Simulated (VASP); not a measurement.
SiC: single point with r2SCAN

SiC:

```
CELL_PARAMETERS angstrom
3.07530 0.00000 0.00000
-1.53765 2.66329 0.00000
0.00000 0.00000 5.04834
ATOMIC_POSITIONS crystal
Si 0.33333 0.66667 0.49960
Si 0.66667 0.33333 0.99960
C 0.33333 0.66667 0.87540
C 0.66667 0.33333 0.37540
```

```json
{
  "Program": "VASP 6.6.1",
  "Task": "single point",
  "Functional": "r2SCAN",
  "Potentials or basis": "VASP PAW PBE potentials, release 64 (Si, C)",
  "Cutoff": "520 eV",
  "k mesh": "12 × 12 × 6",
  "Occupations": "gaussian, width 0.02 eV",
  "Spin": "no spin polarisation"
}
```

The pressure is -0.2 GPa and the band gap on the k mesh is 2.66 eV, indirect (least direct gap 4.48 eV).

Levels at points of the mesh, in eV from the valence-band top:
```
           k point  band 5  band 6  band 7  band 8  band 9  band 10  band 11  band 12
(0.00, 0.00, 0.00)   -1.39   -0.11    0.00    0.00    5.38     6.77     7.19     7.19
(0.50, 0.00, 0.00)   -5.62   -3.48   -3.36   -1.26    3.23     4.66     7.47     7.65
(0.00, 0.00, 0.50)   -0.75   -0.75   -0.75   -0.75    6.50     6.50     7.89     7.89
(0.50, 0.00, 0.50)   -2.56   -2.56   -2.44   -2.44    3.72     3.72     5.79     5.79
```

It took 2.6 min on 1 thread of Intel(R) Xeon(R) Platinum 8375C CPU @ 2.90GHz (Ice Lake), with other jobs on the host, peak memory 0.18 GiB.

Caveat: the PAW data sets were made with another functional, which shifts forces and pressure a little. r2SCAN opens gaps a little over a GGA but as a rule still falls short of measured ones.
